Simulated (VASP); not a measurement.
# TaN (Immm) in VASP: notebook, part 2 of 2

VASP 6.6.1. Earlier steps stand in the parts before.

**3. Single point, PBE (strain +0.1125 x Voigt [0, 0, 0, 1, 0, 0])**

Contents of INCAR:

```
PREC = Accurate ; ENCUT = 520
EDIFF = 1E-6 ; ISMEAR = 0
SIGMA = 0.15 ; LREAL = False
LASPH = True ; NELM = 100
ALGO = Normal ; ISIF = 2
LWAVE = False ; LCHARG = True
GGA = PE ; LELF = True
LVHAR = True ; NBANDS = 15
```

Contents of KPOINTS:

```
Automatic mesh
0
Gamma
  24 24 24
```

Contents of POSCAR:

```
TaN
1.0
    0.0000000000      2.3328704849      2.3328704849
    2.2086347786      0.1242357063      2.2086347786
    2.2086347786      2.2086347786      0.1242357063
Ta N
1 1
Direct
    0.5000000000      0.5000000000      0.5000000000
    0.0000000000      0.0000000000      0.0000000000
```

Potentials or basis: VASP PAW PBE potentials, release 64 (Ta_pv, N).

On the command line:

```sh
$ cat potpaw_PBE.64/Ta_pv/POTCAR potpaw_PBE.64/N/POTCAR > POTCAR
$ mpirun -np 1 vasp_std > vasp.out
```

OUTCAR:

```text
PREC = Accurate
   ENCUT = 520
   EDIFF = 1E-6
   ISMEAR = 0
   LREAL = False
   LASPH = True
   NELM = 100
   ISIF = 2
   GGA = PE

 ion  position               nearest neighbor table
   1  0.500  0.500  0.500-   2 2.21   2 2.21   2 2.21   2 2.21   2 2.21   2 2.21
   2  0.000  0.000  0.000-   1 2.21   1 2.21   1 2.21   1 2.21   1 2.21   1 2.21

  LATTYP: Found a body centered orthorhombic cell.
 ALAT       =     2.9477854374
 B/A-ratio  =     1.1192052980
 C/A-ratio  =     1.4985044370

  Lattice vectors:

 A1 = (  -2.2086347786,   2.2086347786,   0.1242357063)
 A2 = (  -2.2086347786,  -2.2086347786,  -0.1242357063)
 A3 = (   2.2086347786,   0.1242357063,   2.2086347786)

Analysis of symmetry for initial positions (statically):
=====================================================================
 Subroutine PRICEL returns:
 Original cell was already a primitive cell.

 Routine SETGRP: Setting up the symmetry group for a
 body centered orthorhombic supercell.

 Subroutine GETGRP returns: Found  8 space group operations
 (whereof  8 operations were pure point group operations)
 out of a pool of  8 trial point group operations.

The static configuration has the point symmetry D_2h.

Analysis of symmetry for dynamics (positions and initial velocities):
=====================================================================
 Subroutine PRICEL returns:
 Original cell was already a primitive cell.

 Routine SETGRP: Setting up the symmetry group for a
 body centered orthorhombic supercell.

 Subroutine GETGRP returns: Found  8 space group operations
 (whereof  8 operations were pure point group operations)
 out of a pool of  8 trial point group operations.

The dynamic configuration has the point symmetry D_2h.

 Subroutine INISYM returns: Found  8 space group operations
 (whereof  8 operations are pure point group operations),
 and found     1 'primitive' translations

----------------------------------------------------------------------------------------

                                     Primitive cell

  volume of cell :      21.4796

  direct lattice vectors                    reciprocal lattice vectors
     0.000000000  2.332870485  2.332870485    -0.226384192  0.214328229  0.214328229
     2.208634779  0.124235706  2.208634779     0.226384192 -0.239877290  0.239877290
     2.208634779  2.208634779  0.124235706     0.226384192  0.239877290 -0.239877290

  length of vectors
     3.299177079  3.125951004  3.125951004     0.378315982  0.407838241  0.407838241

  position of ions in fractional coordinates (direct lattice)
     0.500000000  0.500000000  0.500000000
     0.000000000  0.000000000  0.000000000

  ion indices of the primitive-cell ions
   primitive index   ion index
                 1           1
                 2           2

----------------------------------------------------------------------------------------

 KPOINTS: Automatic mesh

Automatic generation of k-mesh.
 Grid dimensions read from file:
 generate k-points for:   24   24   24

 Generating k-lattice:

[... 42 lines left out ...]
 [... further k-points ...]
   k-points           NKPTS =   1963   k-points in BZ     NKDIM =   1963   number of bands    NBANDS=     15
   number of dos      NEDOS =    301   number of ions     NIONS =      2
   total plane-waves  NPLWV =  16128
   dimension x,y,z NGX =    28 NGY =   24 NGZ =   24
   dimension x,y,z NGXF=    56 NGYF=   48 NGZF=   48
   ions per type =               1   1
   NGX,Y,Z   is equivalent  to a cutoff of  14.11, 12.76, 12.76 a.u.
   NGXF,Y,Z  is equivalent  to a cutoff of  28.22, 25.53, 25.53 a.u.
 SYSTEM =  unknown system
   PREC   = accura    normal or accurate (medium, high low for compatibility)
   ISTART =      0    job   : 0-new  1-cont  2-samecut
   ICHARG =      2    charge: 1-file 2-atom 10-const
   ISPIN  =      1    spin polarized calculation?
   LNONCOLLINEAR =      F non collinear calculations
   LSORBIT =      F    spin-orbit coupling
   LASPH  =      T    aspherical Exc in radial PAW
   ENCUT  =  520.0 eV  38.22 Ry    6.18 a.u.   6.13  5.81  5.81*2*pi/ulx,y,z
   NELM   =    100;   NELMIN=  2; NELMDL= -5     # of ELM steps
   EDIFF  = 0.1E-05   stopping-criterion for ELM
   LREAL  =      F    real-space projection
   EDIFFG = 0.1E-04   stopping-criterion for IOM
   NSW    =      0    number of steps for IOM
   IBRION =     -1    ionic relax: 0-MD 1-quasi-New 2-CG
   NFREE  =      0    steps in history (QN), initial steepest desc. (CG)
   ISIF   =      2    stress and relaxation
   ISYM   =      2    0-nonsym 1-usesym 2-fastsym
   POTIM  = 0.5000    time-step for ionic-motion
   TEBEG  =    0.0;   TEEND  =   0.0 temperature during run
   PSTRESS=    0.0 pullay stress
   NELECT =      16.0000    total number of electrons
   NUPDOWN=      -1.0000    fix difference up-down
   EMIN   =  10.00;   EMAX   =-10.00  energy-range for DOS
   EFERMI =   0.00;   METHOD = LEGACY
   ISMEAR =     0;   SIGMA  =   0.15  broadening in eV -4-tet -1-fermi 0-gaus
   EFERMI_NEDOS =   21; number of points for ismear=-14 and -15
   IALGO  =     38    algorithm
   IMIX   =      4    mixing-type and parameters
     AMIX     =   0.40;   BMIX     =  1.00
     AMIX_MAG =   1.60;   BMIX_MAG =  1.00
  volume/ion in A,a.u.               =      10.74        72.48
  Fermi-wavevector in a.u.,A,eV,Ry     =   1.484020  2.804391 29.964311  2.202315
  Thomas-Fermi vector in A             =   2.597609
   LORBIT       =      0    0 simple, 1 ext, 2 COOP (PROOUT), +10 PAW based schemes
   GGA     = PE    functional components
   LHFCALC =     F    Hartree Fock is set to
   AEXX    =    0.0000 exact exchange contribution
   IVDW    =     0    specifies the selected vdW correction
   LEPSILON=     F    determine dielectric tensor
   LRPA    =     F    only Hartree local field effects (RPA)
 non-spin polarized calculation
 Gauss-broadening in eV      SIGMA  =   0.15
  energy-cutoff  :      520.00
  volume of cell :       21.48
 maximum number of plane-waves:       600
 NGX is ok and might be reduce to    28
   NGX = 13   NGY = 11   NGZ = 11

 number of electron      15.9999999 magnetization

 Free energy of the ion-electron system (eV)
  ---------------------------------------------------
  ext. energy  EPLUGINS =         0.00000000
  ---------------------------------------------------
  free energy    TOTEN  =       -21.78203152 eV

  energy without entropy =      -21.77201203  energy(sigma->0) =      -21.77702178

 E-fermi :   9.3165     XC(G=0): -13.3816

 val. band max:        9.3162448820   @ k =   0.3750  -0.1667   0.0833
 cond. band min:       9.3185383837   @ k =   0.2917   0.1667   0.1250
 fundamental gap:      0.0022935018
 Fermi energy:         9.3165370155

 k-point     1 :       0.0000    0.0000    0.0000
  band No.  band energies     occupation
      1     -26.4788      2.00000
      2     -26.4136      2.00000
      3     -26.2330      2.00000
      4      -9.3259      2.00000
      5       5.4042      2.00000
      6       5.6191      2.00000
      7       6.0660      2.00000
      8       6.5232      2.00000
      9       6.9712      2.00000
     10       8.2843      2.00000
     11       9.5720      0.01601
     12       9.6637      0.00106
     13      11.1617      0.00000
     14      18.9647      0.00000
[... 401 lines left out ...]
      2     -26.4681      2.00000
      3     -26.3157      2.00000
      4      -6.8485      2.00000
      5      -0.3739      2.00000
      6       2.1204      2.00000
      7       2.9702      2.00000
      8       9.5736      0.01535
      9      10.3527      0.00000
     10      11.3866      0.00000
     11      14.2670      0.00000
     12      15.4826      0.00000
     13      16.0686      0.00000
     14      20.1405      0.00000
     15      21.7575      0.00000

 [... further k-points ...]

------------------------ aborting loop because EDIFF is reached ----------------------------------------

  FORCE on cell =-STRESS in cart. coord.  units (eV):
  Direction    XX          YY          ZZ          XY          YZ          ZX
  --------------------------------------------------------------------------------------
  -------------------------------------------------------------------------------------
  Total       -0.1537576      0.5395687      0.5395687      0.0000000     -0.7987058      0.0000000
  in kB      -11.4688982     40.2468520     40.2468520      0.0000000    -59.5760963      0.0000000
  external PRESSURE =      23.0082686 kB  Pullay stress =       0.0000000 kB

 VOLUME and BASIS-vectors are now :
 -----------------------------------------------------------------------------
  energy-cutoff  :      520.00
  volume of cell :       21.48
      direct lattice vectors                 reciprocal lattice vectors
     0.000000000  2.332870485  2.332870485    -0.226384192  0.214328229  0.214328229
     2.208634779  0.124235706  2.208634779     0.226384192 -0.239877290  0.239877290
     2.208634779  2.208634779  0.124235706     0.226384192  0.239877290 -0.239877290

 POSITION                                       TOTAL-FORCE (eV/Angst)
 -----------------------------------------------------------------------------------
      2.20863      2.33287      2.33287        -0.000000      0.000000     -0.000000
      0.00000      0.00000      0.00000         0.000000     -0.000000      0.000000
 -----------------------------------------------------------------------------------
    total drift:                                0.000000      0.000000      0.000000

  FREE ENERGIE OF THE ION-ELECTRON SYSTEM (eV)
  ---------------------------------------------------
  free  energy   TOTEN  =       -21.7820315185 eV

  energy  without entropy=      -21.7720120322  energy(sigma->0) =      -21.77702178
```

OSZICAR:

```text
N       E                     dE             d eps       ncg     rms          rms(c)
DAV:   1     0.894221659821E+02    0.89422E+02   -0.87764E+03 59001   0.113E+03
DAV:   2    -0.220029540243E+02   -0.11143E+03   -0.10483E+03 72933   0.302E+02
DAV:   3    -0.248029167893E+02   -0.28000E+01   -0.27806E+01 65841   0.446E+01
DAV:   4    -0.248141562144E+02   -0.11239E-01   -0.11235E-01 76896   0.302E+00
DAV:   5    -0.248142317181E+02   -0.75504E-04   -0.75502E-04 66802   0.220E-01    0.235E+01
DAV:   6    -0.218828017370E+02    0.29314E+01   -0.55589E+00 71211   0.263E+01    0.967E+00
DAV:   7    -0.218163759741E+02    0.66426E-01   -0.56707E-01 67696   0.622E+00    0.679E+00
DAV:   8    -0.217888237859E+02    0.27552E-01   -0.15525E-01 71189   0.336E+00    0.163E+00
DAV:   9    -0.217820811542E+02    0.67426E-02   -0.17978E-02 67563   0.110E+00    0.260E-01
DAV:  10    -0.217820632716E+02    0.17883E-04   -0.11737E-03 70615   0.363E-01    0.525E-02
DAV:  11    -0.217820315802E+02    0.31691E-04   -0.58530E-05 68042   0.905E-02    0.151E-02
DAV:  12    -0.217820315185E+02    0.61715E-07   -0.51992E-06 69068   0.223E-02
   1 F= -.21782032E+02 E0= -.21777022E+02  d E =-.100195E-01
```

stdout:

```text
POSCAR found type information on POSCAR TaN
 POSCAR found :  2 types and       2 ions
 scaLAPACK will be used
 LDA part: xc-table for (Slater+PW92), standard interpolation
 POSCAR, INCAR and KPOINTS ok, starting setup
 FFT: planning ... GRIDC
 FFT: planning ... GRID_SOFT
 FFT: planning ... GRID
 WAVECAR not read
 entering main loop
```

Wall time 6.8 min (1 thread of Intel Xeon Platinum 8259CL at 2.50GHz (Skylake/Cascade Lake), shared host); peak memory 0.7 GiB.

What came out:

```
Free energy            : -21.7820 eV
Pressure               : 2.3 GPa
Band gap on the k mesh : zero (bands 8 and 9 overlap by 3.95 eV)
```

Caveat: the cell differs from its parent crystal (strain +0.1125 x Voigt [0, 0, 0, 1, 0, 0]); the stress differs along the axes, from -1 to 4 GPa; spin-orbit coupling is left out, which moves the levels of the heavy elements.

**4. Single point, PBE (strain +0.1312 x Voigt [0, 0, 0, 1, 0, 0])**

Contents of INCAR:

```
SYSTEM = TaN
PREC = Accurate ; ENCUT = 520
EDIFF = 1E-7 ; ISMEAR = 0
SIGMA = 0.15 ; LREAL = .FALSE.
LASPH = .TRUE. ; NELM = 80
ALGO = Normal ; ISIF = 2
LWAVE = .FALSE. ; LCHARG = .FALSE.
GGA = PE ; NBANDS = 15
```

Contents of KPOINTS:

```
Automatic mesh
0
G
  24 24 24
  0 0 0
```

Contents of POSCAR:

```
TaN
1.0
    0.0000000000      2.3535212201      2.3535212201
    2.2086347786      0.1448864415      2.2086347786
    2.2086347786      2.2086347786      0.1448864415
Ta N
1 1
Direct
    0.5000000000      0.5000000000      0.5000000000
    0.0000000000      0.0000000000      0.0000000000
```

On the command line:

```sh
$ cat potpaw_PBE.64/Ta_pv/POTCAR potpaw_PBE.64/N/POTCAR > POTCAR
$ mpirun -np 1 vasp_std > vasp.out
```

It took 7.8 min on 1 thread of Intel Xeon Platinum 8259CL at 2.50GHz (Skylake/Cascade Lake), shared host; peak memory 0.7 GiB.

It converged, with:

```yaml
Free_energy: -21.7657 eV
Pressure: 2.9 GPa
Band_gap_on_the_k_mesh: zero (bands 8 and 9 overlap by 3.97 eV)
```

Stress tensor (GPa, compression positive):
```
-1.81  0.00  0.00
 0.00  5.18 -6.35
 0.00 -6.35  5.18
```

Levels at points of the mesh, in eV from the Fermi level:
```
           k point  band 6  band 7  band 8  band 9  band 10  band 11
(0.00, 0.00, 0.00)   -3.66   -3.11   -2.88   -2.41    -0.82     0.32
(0.50, 0.00, 0.00)   -7.39   -6.28    0.13    2.50     2.51     4.31
(0.00, 0.50, 0.00)   -8.05   -7.21    1.44    1.69     3.84     4.09
(0.50, 0.50, 0.00)   -5.25   -4.42   -4.40    1.78     3.47     3.49
(0.00, 0.50, 0.50)   -5.29   -4.92   -3.77    2.43     3.65     3.70
```

Caveat: the cell differs from its parent crystal (strain +0.1312 x Voigt [0, 0, 0, 1, 0, 0]); the stress differs along the axes, from -2 to 5 GPa; spin-orbit coupling is left out, which moves the levels of the heavy elements.

**5. Overview**

```tsv
cell	gap on the mesh (eV)	pressure (GPa)
a = 2.889, b = 3.128, c = 3.128 Å, angles 64.9, 62.5, 62.5°, 2 atoms	none	3.5
a = 3.299, b = 3.126, c = 3.126 Å, angles 56.3, 58.1, 58.1°, 2 atoms	none	2.3
a = 3.328, b = 3.127, c = 3.127 Å, angles 55.6, 57.8, 57.8°, 2 atoms	none	2.9
```

Alike in all rows: task single point; level PBE; potentials or basis VASP PAW PBE potentials, release 64 (Ta_pv, N); no spin polarisation; k mesh 24 × 24 × 24; cutoff (eV) 520; smearing gaussian 0.15 eV.

Caveats: spin-orbit coupling is left out, which moves the levels of the heavy elements; the stress differs along the axes, from -3 to 6 GPa (at least some runs); the stress differs along the axes, from -1 to 4 GPa (at least some runs); the stress differs along the axes, from -2 to 5 GPa (at least some runs).

Absolute energies hang on the potentials; compare differences alone.
